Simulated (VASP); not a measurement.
Set up this calculation in VASP 6.6.1, as the native input.

| Item | Value |
| --- | --- |
| Task | single point |
| Functional | PBEsol |
| Potentials or basis | VASP PAW PBE potentials, release 64 (Tc_pv) |
| Cutoff | 520 eV |
| k mesh | 18 × 18 × 10 |
| Occupations | gaussian, width 0.05 eV |
| Spin | no spin polarisation |
| Dipole correction | no |
| Further INCAR settings | ALGO = Normal; EDIFF = 1e-06; NBANDS = 20 |

The structure of Tc lies in POSCAR:

```
Tc
1.0
    2.7422566654      0.0000000000      0.0000000000
   -1.3711283327      2.3748639359      0.0000000000
    0.0000000000      0.0000000000      4.3845941916
Tc
2
Direct
    0.3333333333      0.6666666667      0.2500000000
    0.6666666667      0.3333333333      0.7500000000
```

This cell differs from its parent crystal: volume scaled by 1.020.

The input as run:

INCAR

```
  PREC = Accurate
  ENCUT = 520
  EDIFF = 1E-6
  ISMEAR = 0
  SIGMA = 0.05
  LREAL = False
  LASPH = True
  NELM = 100
  ALGO = Normal
  ISIF = 2
  LWAVE = False
  LCHARG = False
  GGA = PS
  NBANDS = 20
```

KPOINTS

```
regular mesh
0
Gamma
  18 18 10
```

Potentials or basis: VASP PAW PBE potentials, release 64 (Tc_pv).

The run is started by

```sh
$ cat potpaw_PBE.64/Tc_pv/POTCAR > POTCAR
$ mpirun -np 1 vasp_std > vasp.out
```

Results of the run:

```json
{
  "Pressure": "-6.9 GPa",
  "Band gap on the k mesh": "zero (band 13 reaches 14.28 eV, above the bottom of band 14 at 10.85 eV)"
}
```

Caveat: the PAW data sets were made with another functional, which shifts forces and pressure a little.

Wall time 31 s on 1 thread of Intel(R) Xeon(R) 6975P-C (Granite Rapids) (shared host), peak memory 0.21 GiB.
